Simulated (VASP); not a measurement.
# Zn (P6_3/mmc) in VASP: a series of runs

Zn is run at these levels: PBEsol; tasks: single point, relaxation of cell and atoms.

Everything below comes from runs of VASP 6.6.1. Logs are shortened: lines on timing, memory, paths and dates and some standing lists are left out, and cuts for length are marked.

### 1 The cell of the first run

Symmetry: P6_3/mmc, No. 194, hexagonal system. The conventional cell has a = 2.519 Å, b = 2.519 Å, c = 4.390 Å, α = 90.00°, β = 90.00°, γ = 120.00°. Within 3.3 Å of Zn (site symmetry -6m2) lie 12 Zn at 2.52 to 2.63 Å.

### 2 Single point, PBEsol

Contents of INCAR:

```
  ALGO = Normal
  EDIFF = 1E-6
  ENCUT = 520
  GGA = PS
  ISIF = 2
  ISMEAR = 0
  LASPH = T
  LCHARG = F
  LREAL = F
  LWAVE = F
  NBANDS = 19
  NELM = 60
  PREC = Accurate
  SIGMA = 0.1
```

Contents of KPOINTS:

```
k-points
0
Gamma
  7 7 4
```

Contents of POSCAR:

```
Zn
1.0
    2.5186561832      0.0000000000      0.0000000000
   -1.2593280916      2.1812202380      0.0000000000
    0.0000000000      0.0000000000      4.3897102613
Zn
2
Direct
    0.3333333333      0.6666666667      0.2500000000
    0.6666666667      0.3333333333      0.7500000000
```

Potentials or basis: VASP PAW PBE potentials, release 64 (Zn).

On the command line:

```bash
cat potpaw_PBE.64/Zn/POTCAR > POTCAR
mpirun -np 1 vasp_std > vasp.out
```

OUTCAR:

```text
EDIFF = 1E-6
   ENCUT = 520
   GGA = PS
   ISIF = 2
   ISMEAR = 0
   LASPH = T
   LREAL = F
   NELM = 60
   PREC = Accurate

 ion  position               nearest neighbor table
   1  0.333  0.667  0.250-   2 2.63   2 2.63   2 2.63   2 2.63   2 2.63   2 2.63
   2  0.667  0.333  0.750-   1 2.63   1 2.63   1 2.63   1 2.63   1 2.63   1 2.63

  LATTYP: Found a hexagonal cell.
 ALAT       =     2.5186561832
 C/A-ratio  =     1.7428779246

  Lattice vectors:

 A1 = (   2.5186561832,   0.0000000000,   0.0000000000)
 A2 = (  -1.2593280916,   2.1812202380,   0.0000000000)
 A3 = (   0.0000000000,   0.0000000000,   4.3897102613)

Analysis of symmetry for initial positions (statically):
=====================================================================
 Subroutine PRICEL returns:
 Original cell was already a primitive cell.

 Routine SETGRP: Setting up the symmetry group for a
 hexagonal supercell.

 Subroutine GETGRP returns: Found 24 space group operations
 (whereof 12 operations were pure point group operations)
 out of a pool of 24 trial point group operations.

The static configuration has the point symmetry D_3d.
 The point group associated with its full space group is D_6h.

Analysis of symmetry for dynamics (positions and initial velocities):
=====================================================================
 Subroutine PRICEL returns:
 Original cell was already a primitive cell.

 Routine SETGRP: Setting up the symmetry group for a
 hexagonal supercell.

 Subroutine GETGRP returns: Found 24 space group operations
 (whereof 12 operations were pure point group operations)
 out of a pool of 24 trial point group operations.

The dynamic configuration has the point symmetry D_3d.
 The point group associated with its full space group is D_6h.

 Subroutine INISYM returns: Found 24 space group operations
 (whereof 12 operations are pure point group operations),
 and found     1 'primitive' translations

----------------------------------------------------------------------------------------

                                     Primitive cell

  volume of cell :      24.1159

  direct lattice vectors                    reciprocal lattice vectors
     2.518656183  0.000000000  0.000000000     0.397037121  0.229229489  0.000000000
    -1.259328092  2.181220238  0.000000000     0.000000000  0.458458977  0.000000000
[... 79 lines left out ...]
   LNONCOLLINEAR =      F non collinear calculations
   LSORBIT =      F    spin-orbit coupling
   LASPH  =      T    aspherical Exc in radial PAW
   ENCUT  =  520.0 eV  38.22 Ry    6.18 a.u.   4.68  4.68  8.16*2*pi/ulx,y,z
   NELM   =     60;   NELMIN=  2; NELMDL= -5     # of ELM steps
   EDIFF  = 0.1E-05   stopping-criterion for ELM
   LREAL  =      F    real-space projection
   EDIFFG = 0.1E-04   stopping-criterion for IOM
   NSW    =      0    number of steps for IOM
   IBRION =     -1    ionic relax: 0-MD 1-quasi-New 2-CG
   NFREE  =      0    steps in history (QN), initial steepest desc. (CG)
   ISIF   =      2    stress and relaxation
   ISYM   =      2    0-nonsym 1-usesym 2-fastsym
   POTIM  = 0.5000    time-step for ionic-motion
   TEBEG  =    0.0;   TEEND  =   0.0 temperature during run
   PSTRESS=    0.0 pullay stress
   NELECT =      24.0000    total number of electrons
   NUPDOWN=      -1.0000    fix difference up-down
   EMIN   =  10.00;   EMAX   =-10.00  energy-range for DOS
   EFERMI =   0.00;   METHOD = LEGACY
   ISMEAR =     0;   SIGMA  =   0.10  broadening in eV -4-tet -1-fermi 0-gaus
   EFERMI_NEDOS =   21; number of points for ismear=-14 and -15
   IALGO  =     38    algorithm
   IMIX   =      4    mixing-type and parameters
     AMIX     =   0.40;   BMIX     =  1.00
     AMIX_MAG =   1.60;   BMIX_MAG =  1.00
  volume/ion in A,a.u.               =      12.06        81.37
  Fermi-wavevector in a.u.,A,eV,Ry     =   1.634471  3.088702 36.347892  2.671495
  Thomas-Fermi vector in A             =   2.726104
   LORBIT       =      0    0 simple, 1 ext, 2 COOP (PROOUT), +10 PAW based schemes
   GGA     = PS    functional components
   LHFCALC =     F    Hartree Fock is set to
   AEXX    =    0.0000 exact exchange contribution
   IVDW    =     0    specifies the selected vdW correction
   LEPSILON=     F    determine dielectric tensor
   LRPA    =     F    only Hartree local field effects (RPA)
 non-spin polarized calculation
 Gauss-broadening in eV      SIGMA  =   0.10
  energy-cutoff  :      520.00
  volume of cell :       24.12
 maximum number of plane-waves:       665
 NGX is ok and might be reduce to    20
   NGX =  9   NGY =  9   NGZ = 17

 number of electron      23.9999989 magnetization

 Free energy of the ion-electron system (eV)
  ---------------------------------------------------
  ext. energy  EPLUGINS =         0.00000000
  ---------------------------------------------------
  free energy    TOTEN  =        -2.98117949 eV

  energy without entropy =       -2.97888118  energy(sigma->0) =       -2.98003034

 E-fermi :   5.4374     XC(G=0): -12.9891

 val. band max:        5.3524547417   @ k =   0.2857   0.2857   0.2500
 cond. band min:       5.5690042955   @ k =   0.4286   0.1429   0.5000
 fundamental gap:      0.2165495538
 Fermi energy:         5.4373677290

 k-point     1 :       0.0000    0.0000    0.0000
  band No.  band energies     occupation
      1      -7.6484      2.00000
      2      -4.9073      2.00000
      3      -3.7705      2.00000
      4      -3.5572      2.00000
      5      -3.5572      2.00000
      6      -3.4505      2.00000
[... 505 lines left out ...]
      6      -3.5681      2.00000
[... 11 lines left out ...]
     18      18.7104      0.00000
     19      23.2523      0.00000

------------------------ aborting loop because EDIFF is reached ----------------------------------------

  FORCE on cell =-STRESS in cart. coord.  units (eV):
  Direction    XX          YY          ZZ          XY          YZ          ZX
  --------------------------------------------------------------------------------------
  -------------------------------------------------------------------------------------
  Total        3.1748895      3.1748895      3.1484587      0.0000000     -0.0000000      0.0000000
  in kB      210.9283397    210.9283397    209.1723703      0.0000000     -0.0000000      0.0000000
  external PRESSURE =     210.3430165 kB  Pullay stress =       0.0000000 kB

 VOLUME and BASIS-vectors are now :
 -----------------------------------------------------------------------------
  energy-cutoff  :      520.00
  volume of cell :       24.12
      direct lattice vectors                 reciprocal lattice vectors
     2.518656183  0.000000000  0.000000000     0.397037121  0.229229489  0.000000000
    -1.259328092  2.181220238  0.000000000     0.000000000  0.458458977  0.000000000
     0.000000000  0.000000000  4.389710261     0.000000000  0.000000000  0.227805468

 POSITION                                       TOTAL-FORCE (eV/Angst)
 -----------------------------------------------------------------------------------
     -0.00000      1.45415      1.09743         0.000000      0.000000      0.000000
      1.25933      0.72707      3.29228        -0.000000     -0.000000      0.000000
 -----------------------------------------------------------------------------------
    total drift:                               -0.000000      0.000000      0.000000

  FREE ENERGIE OF THE ION-ELECTRON SYSTEM (eV)
  ---------------------------------------------------
  free  energy   TOTEN  =        -2.9811794904 eV

  energy  without entropy=       -2.9788811831  energy(sigma->0) =       -2.98003034
```

OSZICAR:

```text
N       E                     dE             d eps       ncg     rms          rms(c)
DAV:   1     0.111579824806E+03    0.11158E+03   -0.12320E+04   976   0.216E+03
DAV:   2     0.148921305883E+01   -0.11009E+03   -0.10671E+03   912   0.307E+02
DAV:   3    -0.340736825130E+01   -0.48966E+01   -0.48772E+01  1038   0.704E+01
DAV:   4    -0.343076451091E+01   -0.23396E-01   -0.23391E-01  1058   0.486E+00
DAV:   5    -0.343078585062E+01   -0.21340E-04   -0.21339E-04  1007   0.135E-01    0.702E+00
DAV:   6    -0.301762120433E+01    0.41316E+00   -0.13736E+00   999   0.276E+01    0.458E+00
DAV:   7    -0.299221654517E+01    0.25405E-01   -0.53521E-02  1143   0.411E+00    0.228E+00
DAV:   8    -0.298122542917E+01    0.10991E-01   -0.19158E-03  1333   0.813E-01    0.607E-02
DAV:   9    -0.298117728399E+01    0.48145E-04   -0.21356E-04  1288   0.190E-01    0.248E-02
DAV:  10    -0.298117954836E+01   -0.22644E-05   -0.16409E-05  1055   0.386E-02    0.239E-03
DAV:  11    -0.298117949042E+01    0.57941E-07   -0.39411E-07   596   0.535E-03
   1 F= -.29811795E+01 E0= -.29800303E+01  d E =-.229831E-02
```

stdout:

```text
POSCAR found type information on POSCAR Zn
 POSCAR found :  1 types and       2 ions
 scaLAPACK will be used
 -----------------------------------------------------------------------------
|                                                                             |
|                                                                             |
|     You enforced a specific xc type in the INCAR file but a different       |
|     I HOPE YOU KNOW WHAT YOU ARE DOING!                                     |
|                                                                             |
 -----------------------------------------------------------------------------

 LDA part: xc-table for (Slater+PW92), standard interpolation
 POSCAR, INCAR and KPOINTS ok, starting setup
 FFT: planning ... GRIDC
 FFT: planning ... GRID_SOFT
 FFT: planning ... GRID
 WAVECAR not read
 entering main loop
```

Wall time 7.1 s (1 thread of Intel Xeon Platinum 8488C (Sapphire Rapids), shared host); peak memory 0.14 GiB.

Results:

```
Free energy            : -2.9812 eV
Pressure               : 21.0 GPa
Band gap on the k mesh : zero (band 12 reaches 5.97 eV, above the bottom of band 13 at 2.86 eV)
```

Levels at points of the mesh, in eV from the Fermi level:
```csv
k point,band 10,band 11,band 12,band 13,band 14,band 15
"(0.00, 0.00, 0.00)",-8.11,-8.11,-5.18,-2.58,17.77,18.55
"(0.00, 0.00, 0.50)",-8.26,-8.26,-8.26,6.23,6.23,20.15
```

Caveat: the k points lie up to 0.41 Å⁻¹ apart; the PAW data sets were made with another functional, which shifts forces and pressure a little.

[end of part 1 of 2]
